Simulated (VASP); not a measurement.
# TiN (sol) (Fm-3m) in VASP: notebook

The runs below take TiN (sol) through relaxation of cell and atoms, with PBEsol.

Everything below comes from runs of VASP 6.6.1. Logs are shortened: lines on timing, memory, paths and dates and some standing lists are left out, and cuts for length are marked.

### Step 1. The cell of the first run

The structure is cubic, space group Fm-3m (No. 225). The conventional cell has a = 4.204 Å, b = 4.204 Å, c = 4.204 Å, α = 90.00°, β = 90.00°, γ = 90.00°. Ti (site symmetry m-3m) has 6 N at 2.10 Å within 2.8 Å. N (site symmetry m-3m) has 6 Ti at 2.10 Å within 2.8 Å.

### Step 2. Relaxation of cell and atoms, PBEsol

Input file INCAR:

```
ALGO     = Normal         # electronic algorithm
EDIFF    = 1E-6           # SCF threshold, eV
EDIFFG   = -0.001         # ionic threshold
ENCUT    = 600            # plane-wave cutoff, eV
GGA      = PS             # functional
IBRION   = 2              # ionic algorithm
ISIF     = 3              # what is computed and relaxed
ISMEAR   = -1             # smearing method
LASPH    = True           # aspherical terms in the spheres
LCHARG   = False          # write CHGCAR
LREAL    = False          # projectors in reciprocal space
LWAVE    = False          # write WAVECAR
NELM     = 100            # most SCF steps
NSW      = 80             # ionic steps
PREC     = Accurate       # precision mode
SIGMA    = 0.15           # smearing width, eV
```

Input file KPOINTS:

```
k-points
0
Gamma
  18 18 18
```

Input file POSCAR:

```
TiN
1.0
    0.0000000000      2.1019140076      2.1019140076
    2.1019140076      0.0000000000      2.1019140076
    2.1019140076      2.1019140076      0.0000000000
Ti N
1 1
Direct
    0.0000000000      0.0000000000      0.0000000000
    0.5000000000      0.5000000000      0.5000000000
```

Potentials or basis: VASP PAW PBE potentials, release 64 (Ti_sv, N).

Started as:

```console
cat potpaw_PBE.64/Ti_sv/POTCAR potpaw_PBE.64/N/POTCAR > POTCAR
mpirun -np 1 vasp_std > vasp.out
```

OUTCAR:

```text
EDIFF = 1E-6
   EDIFFG = -0.001
   ENCUT = 600
   GGA = PS
   IBRION = 2
   ISIF = 3
   ISMEAR = -1
   LASPH = True
   LREAL = False
   NELM = 100
   NSW = 80
   PREC = Accurate

 ion  position               nearest neighbor table
   1  0.000  0.000  0.000-   2 2.10   2 2.10   2 2.10   2 2.10   2 2.10   2 2.10
   2  0.500  0.500  0.500-   1 2.10   1 2.10   1 2.10   1 2.10   1 2.10   1 2.10

  LATTYP: Found a face centered cubic cell.
 ALAT       =     4.2038280152

  Lattice vectors:

 A1 = (   0.0000000000,   2.1019140076,   2.1019140076)
 A2 = (   2.1019140076,   0.0000000000,   2.1019140076)
 A3 = (   2.1019140076,   2.1019140076,   0.0000000000)

Analysis of symmetry for initial positions (statically):
=====================================================================
 Subroutine PRICEL returns:
 Original cell was already a primitive cell.

 Routine SETGRP: Setting up the symmetry group for a
 face centered cubic supercell.

 Subroutine GETGRP returns: Found 48 space group operations
 (whereof 48 operations were pure point group operations)
 out of a pool of 48 trial point group operations.

The static configuration has the point symmetry O_h .

Analysis of symmetry for dynamics (positions and initial velocities):
=====================================================================
 Subroutine PRICEL returns:
 Original cell was already a primitive cell.

 Routine SETGRP: Setting up the symmetry group for a
 face centered cubic supercell.

 Subroutine GETGRP returns: Found 48 space group operations
 (whereof 48 operations were pure point group operations)
 out of a pool of 48 trial point group operations.

The dynamic configuration has the point symmetry O_h .

 Subroutine INISYM returns: Found 48 space group operations
 (whereof 48 operations are pure point group operations),
 and found     1 'primitive' translations

----------------------------------------------------------------------------------------

                                     Primitive cell

  volume of cell :      18.5727

  direct lattice vectors                    reciprocal lattice vectors
     0.000000000  2.101914008  2.101914008    -0.237878428  0.237878428  0.237878428
     2.101914008  0.000000000  2.101914008     0.237878428 -0.237878428  0.237878428
     2.101914008  2.101914008  0.000000000     0.237878428  0.237878428 -0.237878428

  length of vectors
     2.972555296  2.972555296  2.972555296     0.412017523  0.412017523  0.412017523

  position of ions in fractional coordinates (direct lattice)
     0.000000000  0.000000000  0.000000000
     0.500000000  0.500000000  0.500000000

  ion indices of the primitive-cell ions
   primitive index   ion index
                 1           1
                 2           2

----------------------------------------------------------------------------------------

 KPOINTS: k-points

Automatic generation of k-mesh.
 Grid dimensions read from file:
 generate k-points for:   18   18   18

 Generating k-lattice:

  Cartesian coordinates                     Fractional coordinates (reciprocal lattice)
    -0.013215468  0.013215468  0.013215468     0.055555556  0.000000000  0.000000000
     0.013215468 -0.013215468  0.013215468     0.000000000  0.055555556  0.000000000
     0.013215468  0.013215468 -0.013215468     0.000000000  0.000000000  0.055555556

  Length of vectors
     0.022889862  0.022889862  0.022889862

  Shift w.r.t. Gamma in fractional coordinates (k-lattice)
     0.000000000  0.000000000  0.000000000

 Subroutine IBZKPT returns following result:
 ===========================================

 Found    195 irreducible k-points:

 Following reciprocal coordinates:
            Coordinates               Weight
  0.000000  0.000000  0.000000      1.000000
  0.055556  0.000000  0.000000      8.000000
  0.111111  0.000000  0.000000      8.000000
  0.166667  0.000000  0.000000      8.000000
  0.222222  0.000000  0.000000      8.000000
  0.277778  0.000000  0.000000      8.000000
[... 16 lines left out ...]
 -0.277778  0.055556  0.000000     24.000000
 -0.222222  0.055556  0.000000     24.000000
 [... further k-points ...]
   k-points           NKPTS =    195   k-points in BZ     NKDIM =    195   number of bands    NBANDS=     12
   number of dos      NEDOS =    301   number of ions     NIONS =      2
   total plane-waves  NPLWV =  13824
   dimension x,y,z NGX =    24 NGY =   24 NGZ =   24
   dimension x,y,z NGXF=    48 NGYF=   48 NGZF=   48
   ions per type =               1   1
   NGX,Y,Z   is equivalent  to a cutoff of  13.42, 13.42, 13.42 a.u.
   NGXF,Y,Z  is equivalent  to a cutoff of  26.84, 26.84, 26.84 a.u.
 SYSTEM =  unknown system
   PREC   = accura    normal or accurate (medium, high low for compatibility)
   ISTART =      0    job   : 0-new  1-cont  2-samecut
   ICHARG =      2    charge: 1-file 2-atom 10-const
   ISPIN  =      1    spin polarized calculation?
   LNONCOLLINEAR =      F non collinear calculations
   LSORBIT =      F    spin-orbit coupling
   LASPH  =      T    aspherical Exc in radial PAW
   ENCUT  =  600.0 eV  44.10 Ry    6.64 a.u.   5.94  5.94  5.94*2*pi/ulx,y,z
   NELM   =    100;   NELMIN=  2; NELMDL= -5     # of ELM steps
   EDIFF  = 0.1E-05   stopping-criterion for ELM
   LREAL  =      F    real-space projection
   EDIFFG = -.1E-02   stopping-criterion for IOM
   NSW    =     80    number of steps for IOM
   IBRION =      2    ionic relax: 0-MD 1-quasi-New 2-CG
   NFREE  =      1    steps in history (QN), initial steepest desc. (CG)
   ISIF   =      3    stress and relaxation
   ISYM   =      2    0-nonsym 1-usesym 2-fastsym
   POTIM  = 0.5000    time-step for ionic-motion
   TEBEG  =    0.0;   TEEND  =   0.0 temperature during run
   PSTRESS=    0.0 pullay stress
   NELECT =      17.0000    total number of electrons
   NUPDOWN=      -1.0000    fix difference up-down
   EMIN   =  10.00;   EMAX   =-10.00  energy-range for DOS
   EFERMI =   0.00;   METHOD = LEGACY
   ISMEAR =    -1;   SIGMA  =   0.15  broadening in eV -4-tet -1-fermi 0-gaus
   EFERMI_NEDOS =   21; number of points for ismear=-14 and -15
   IALGO  =     38    algorithm
   IMIX   =      4    mixing-type and parameters
     AMIX     =   0.40;   BMIX     =  1.00
     AMIX_MAG =   1.60;   BMIX_MAG =  1.00
  volume/ion in A,a.u.               =       9.29        62.67
  Fermi-wavevector in a.u.,A,eV,Ry     =   1.589521  3.003759 34.376155  2.526576
  Thomas-Fermi vector in A             =   2.688357
   LORBIT       =      0    0 simple, 1 ext, 2 COOP (PROOUT), +10 PAW based schemes
   GGA     = PS    functional components
   LHFCALC =     F    Hartree Fock is set to
   AEXX    =    0.0000 exact exchange contribution
   IVDW    =     0    specifies the selected vdW correction
   LEPSILON=     F    determine dielectric tensor
   LRPA    =     F    only Hartree local field effects (RPA)
 conjugate gradient relaxation of ions
 non-spin polarized calculation
  energy-cutoff  :      600.00
  volume of cell :       18.57
 maximum number of plane-waves:       636
   NGX = 11   NGY = 11   NGZ = 11

--------------------------------------- Ionic step        1  -------------------------------------------

 number of electron      16.9999998 magnetization

 Free energy of the ion-electron system (eV)
  ---------------------------------------------------
  ext. energy  EPLUGINS =         0.00000000
  ---------------------------------------------------
  free energy    TOTEN  =       -20.81188338 eV

  energy without entropy =      -20.75158188  energy(sigma->0) =      -20.78173263

------------------------ aborting loop because EDIFF is reached ----------------------------------------

  FORCE on cell =-STRESS in cart. coord.  units (eV):
  Direction    XX          YY          ZZ          XY          YZ          ZX
  --------------------------------------------------------------------------------------
  -------------------------------------------------------------------------------------
  Total        0.0798798      0.0798798      0.0798798     -0.0000000      0.0000000      0.0000000
  in kB        6.8908487      6.8908487      6.8908487     -0.0000000      0.0000000      0.0000000
  external PRESSURE =       6.8908487 kB  Pullay stress =       0.0000000 kB

 VOLUME and BASIS-vectors are now :
 -----------------------------------------------------------------------------
  energy-cutoff  :      600.00
  volume of cell :       18.57
      direct lattice vectors                 reciprocal lattice vectors
     0.000000000  2.101914008  2.101914008    -0.237878428  0.237878428  0.237878428
     2.101914008  0.000000000  2.101914008     0.237878428 -0.237878428  0.237878428
     2.101914008  2.101914008  0.000000000     0.237878428  0.237878428 -0.237878428
[... 73 lines left out ...]
 POSITION                                       TOTAL-FORCE (eV/Angst)
 -----------------------------------------------------------------------------------
      0.00000      0.00000      0.00000        -0.000000     -0.000000      0.000000
      2.10360      2.10360      2.10360         0.000000      0.000000     -0.000000
 -----------------------------------------------------------------------------------
    total drift:                                0.000000     -0.000000     -0.000000

  FREE ENERGIE OF THE ION-ELECTRON SYSTEM (eV)
  ---------------------------------------------------
  free  energy   TOTEN  =       -20.8119889948 eV

  energy  without entropy=      -20.7514816832  energy(sigma->0) =      -20.78173534

--------------------------------------- Ionic step        4  -------------------------------------------

 number of electron      16.9999999 magnetization

 Free energy of the ion-electron system (eV)
  ---------------------------------------------------
  ext. energy  EPLUGINS =         0.00000000
  ---------------------------------------------------
  free energy    TOTEN  =       -20.81198865 eV

  energy without entropy =      -20.75149201  energy(sigma->0) =      -20.78174033

 E-fermi :  11.6312     XC(G=0): -13.3586

 val. band max:       11.6118224226   @ k =  -0.1667   0.1111   0.0000
 cond. band min:      11.6558610338   @ k =   0.4444   0.2222   0.1111
 fundamental gap:      0.0440386112
 Fermi energy:        11.6312132804

 k-point     1 :       0.0000    0.0000    0.0000
  band No.  band energies     occupation
      1     -45.9189      2.00000
      2     -21.9807      2.00000
      3     -21.9807      2.00000
      4     -21.9807      2.00000
      5      -5.5442      2.00000
      6       9.5973      2.00000
      7       9.5973      2.00000
      8       9.5973      2.00000
      9      10.9980      1.97107
     10      10.9980      1.97107
     11      10.9980      1.97107
     12      12.2457      0.03272

 k-point     2 :       0.0556    0.0000    0.0000
  band No.  band energies     occupation
      1     -45.9155      2.00000
      2     -22.0037      2.00000
      3     -21.9826      2.00000
      4     -21.9826      2.00000
      5      -5.4804      2.00000
      6       9.2164      2.00000
      7       9.3104      2.00000
      8       9.3104      2.00000
      9      11.0987      1.94416
     10      11.0987      1.94416
     11      11.2039      1.89052
     12      12.5378      0.00473
[... 316 lines left out ...]
 k-point    24 :      -0.2222    0.0556    0.0000
  band No.  band energies     occupation
      1     -45.8646      2.00000
      2     -22.3320      2.00000
      3     -22.0341      2.00000
      4     -22.0006      2.00000
      5      -4.4462      2.00000
      6       6.0743      2.00000
      7       7.1434      2.00000
      8       7.4648      2.00000
      9      11.8896      0.30305
     10      12.1103      0.07879
     11      12.6175      0.00278
     12      14.7090      0.00000

 [... further k-points ...]

------------------------ aborting loop because EDIFF is reached ----------------------------------------

  FORCE on cell =-STRESS in cart. coord.  units (eV):
  Direction    XX          YY          ZZ          XY          YZ          ZX
  --------------------------------------------------------------------------------------
  -------------------------------------------------------------------------------------
  Total       -0.0013954     -0.0013954     -0.0013954      0.0000000     -0.0000000      0.0000000
  in kB       -0.1200949     -0.1200949     -0.1200949      0.0000000     -0.0000000      0.0000000
  external PRESSURE =      -0.1200949 kB  Pullay stress =       0.0000000 kB

 VOLUME and BASIS-vectors are now :
 -----------------------------------------------------------------------------
  energy-cutoff  :      600.00
  volume of cell :       18.62
      direct lattice vectors                 reciprocal lattice vectors
    -0.000000000  2.103523418  2.103523418    -0.237696427  0.237696427  0.237696427
     2.103523418  0.000000000  2.103523418     0.237696427 -0.237696427  0.237696427
     2.103523418  2.103523418  0.000000000     0.237696427  0.237696427 -0.237696427

 POSITION                                       TOTAL-FORCE (eV/Angst)
 -----------------------------------------------------------------------------------
      0.00000      0.00000      0.00000        -0.000000      0.000000      0.000000
      2.10352      2.10352      2.10352         0.000000     -0.000000     -0.000000
 -----------------------------------------------------------------------------------
    total drift:                                0.000000     -0.000000     -0.000000

  FREE ENERGIE OF THE ION-ELECTRON SYSTEM (eV)
  ---------------------------------------------------
  free  energy   TOTEN  =       -20.8119886484 eV

  energy  without entropy=      -20.7514920077  energy(sigma->0) =      -20.78174033

 reached required accuracy - stopping structural energy minimisation
```

Wall time 4.4 min (1 thread of AMD EPYC 7R13, shared host); peak memory 0.16 GiB.

What came out:

```
Free energy                            : -20.8120 eV
Relaxed volume                         : 9.31 Å³/atom
Relaxed cell                           : a = 2.975 Å, b = 2.975 Å, c = 2.975 Å, α = 60.00°, β = 60.00°, γ = 60.00°
Space group after relaxing (to 0.05 Å) : Fm-3m (No. 225)
Energy gained by relaxing              : 0.1 meV/atom
Ionic steps                            : 4
Pressure after relaxing                : 0.0 GPa
```

The path:
| step | energy change (eV) | largest force (eV/Å) | pressure (GPa) | volume (Å³) |
| --- | --- | --- | --- | --- |
| 1 | 0.0000 | 0.0000 | 0.69 | 18.57 |
| 2 | 0.0001 | 0.0000 | -0.87 | 18.68 |
| 3 | -0.0001 | 0.0000 | -0.03 | 18.62 |
| 4 | -0.0001 | 0.0000 | -0.01 | 18.62 |

Final structure:
```
Ti N
1.0
     0.00000    2.10352    2.10352
     2.10352    0.00000    2.10352
     2.10352    2.10352    0.00000
Ti N
1 1
Direct
  0.00000 0.00000 0.00000
  0.50000 0.50000 0.50000
```

Levels at points of the mesh, in eV from the Fermi level:
```
           k point  band 7  band 8  band 9  band 10  band 11  band 12
(0.00, 0.00, 0.00)   -2.03   -2.03   -0.63    -0.63    -0.63     0.61
(0.50, 0.00, 0.00)   -5.60   -5.60    1.79     1.79     2.50     5.99
(0.50, 0.50, 0.00)   -3.24   -3.24   -3.20     1.73     2.53     2.53
```

Caveat: the PAW data sets were made with another functional, which shifts forces and pressure a little.

### Step 3. Relaxation of cell and atoms, PBEsol

This run uses another cell than the first one, of 9.54 Å³/atom, 1.027 times its volume.

Input file INCAR:

```
PREC     = Accurate       # precision mode
ENCUT    = 600            # plane-wave cutoff, eV
EDIFF    = 1E-7           # SCF threshold, eV
ISMEAR   = 0              # smearing method
SIGMA    = 0.1            # smearing width, eV
LREAL    = F              # projectors in reciprocal space
LASPH    = T              # aspherical terms in the spheres
NELM     = 80             # most SCF steps
ALGO     = Normal         # electronic algorithm
ISIF     = 3              # what is computed and relaxed
LWAVE    = F              # write WAVECAR
LCHARG   = F              # write CHGCAR
GGA      = PS             # functional
IBRION   = 2              # ionic algorithm
NSW      = 100            # ionic steps
EDIFFG   = -0.002         # ionic threshold
```

Input file KPOINTS:

```
Automatic mesh
0
Gamma
  18 18 18
```

Input file POSCAR:

```
TiN
1.0
    0.0000000000      2.1206234500      2.1206234500
    2.1206234500      0.0000000000      2.1206234500
    2.1206234500      2.1206234500      0.0000000000
Ti N
1 1
Direct
    0.0000000000      0.0000000000      0.0000000000
    0.5000000000      0.5000000000      0.5000000000
```

Potentials or basis: VASP PAW PBE potentials, release 64 (Ti_sv, N).

Started as:

```console
cat potpaw_PBE.64/Ti_sv/POTCAR potpaw_PBE.64/N/POTCAR > POTCAR
mpirun -np 1 vasp_std > vasp.out
```

Run time: 5.6 min. Hardware: 1 thread of AMD EPYC 7R13, shared host; peak memory 0.17 GiB.

It converged, with:

| Property | Result |
| --- | --- |
| Free energy | -20.7847 eV |
| Relaxed volume | 9.30 Å³/atom |
| Relaxed cell | a = 2.974 Å, b = 2.974 Å, c = 2.974 Å, α = 60.00°, β = 60.00°, γ = 60.00° |
| Space group after relaxing (to 0.05 Å) | Fm-3m (No. 225) |
| Energy gained by relaxing | 5.5 meV/atom |
| Ionic steps | 4 |
| Pressure after relaxing | 0.0 GPa |

The path:
```csv
step,energy change (eV),largest force (eV/Å),pressure (GPa),volume (Å³)
1,0.0000,0.0000,-7.17,19.07
2,0.0136,0.0000,11.96,17.92
3,-0.0109,0.0000,-0.06,18.60
4,-0.0109,0.0000,0.02,18.59
```

Final structure:
```cif
data_structure
_symmetry_space_group_name_H-M 'P 1'
_symmetry_Int_Tables_number 1
_cell_length_a 2.9735
_cell_length_b 2.9735
_cell_length_c 2.9735
_cell_angle_alpha 60.000
_cell_angle_beta 60.000
_cell_angle_gamma 60.000
_cell_volume 18.59
loop_
_atom_site_label
_atom_site_type_symbol
_atom_site_fract_x
_atom_site_fract_y
_atom_site_fract_z
_atom_site_occupancy
Ti1 Ti 0.00000 0.00000 0.00000 1
N1 N 0.50000 0.50000 0.50000 1
```

Levels at points of the mesh, in eV from the Fermi level:
```
           k point  band 7  band 8  band 9  band 10  band 11  band 12
(0.00, 0.00, 0.00)   -2.05   -2.05   -0.65    -0.65    -0.65     0.60
(0.50, 0.00, 0.00)   -5.62   -5.62    1.78     1.78     2.48     5.99
(0.50, 0.50, 0.00)   -3.25   -3.25   -3.22     1.72     2.52     2.52
```

Caveat: the PAW data sets were made with another functional, which shifts forces and pressure a little.
